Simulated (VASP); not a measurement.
Wanted: the native input for a VASP 6.6.1 run.

```
Task                   : single point
Functional             : PBE
Potentials or basis    : VASP PAW PBE potentials, release 64 (Ba_sv, Ti_sv, O_h)
Cutoff                 : 910 eV
k mesh                 : 6 × 6 × 6
Occupations            : fermi-dirac, width 0.02 eV
Spin                   : no spin polarisation
Dipole correction      : no
Second run             : hard_potentials
Further INCAR settings : ALGO = Normal; EDIFF = 1e-06; NBANDS = 28
```

The structure of BaTiO3 lies in POSCAR:

```
BaTiO3
1.0
    3.9940959546      0.0000000000      0.0000000000
    0.0000000000      3.9940959546      0.0000000000
    0.0000000000      0.0000000000      3.9940959546
Ba Ti O
1 1 3
Direct
    0.5000000000      0.5000000000      0.5000000000
    0.0000000000      0.0000000000      0.0000000000
    0.5000000000      0.0000000000      0.0000000000
    0.0000000000      0.5000000000      0.0000000000
    0.0000000000      0.0000000000      0.5000000000
```

The input as run:

INCAR

```
SYSTEM = BaTiO3
  PREC = Accurate
  ENCUT = 910
  EDIFF = 1E-6
  ISMEAR = -1
  SIGMA = 0.02
  LREAL = .False.
  LASPH = .True.
  NELM = 120
  ALGO = Normal
  ISIF = 2
  LWAVE = .False.
  LCHARG = .False.
  GGA = PE
  NBANDS = 28
  GGA_COMPAT = .False.
```

KPOINTS

```
Automatic mesh
0
Gamma
  6 6 6
  0 0 0
```

Potentials or basis: VASP PAW PBE potentials, release 64 (Ba_sv, Ti_sv, O_h).

Run with:

```sh
$ cat potpaw_PBE.64/Ba_sv/POTCAR potpaw_PBE.64/Ti_sv/POTCAR potpaw_PBE.64/O_h/POTCAR > POTCAR
$ mpirun -np 1 vasp_std > vasp.out
```

Results of the run:

| Quantity | Value |
| --- | --- |
| Pressure | 4.5 GPa |
| Band gap on the k mesh | 1.76 eV, indirect (least direct gap 1.90 eV) |

Caveat: the cutoff is under 1.25 times the usual one of these potentials, so pressure, stress and relaxed cells hold a basis-set (Pulay) error; spin-orbit coupling is left out, which moves the levels of the heavy elements.

It took 38 s on 1 thread of Intel(R) Xeon(R) 6975P-C (Granite Rapids) (shared host), peak memory 0.29 GiB.
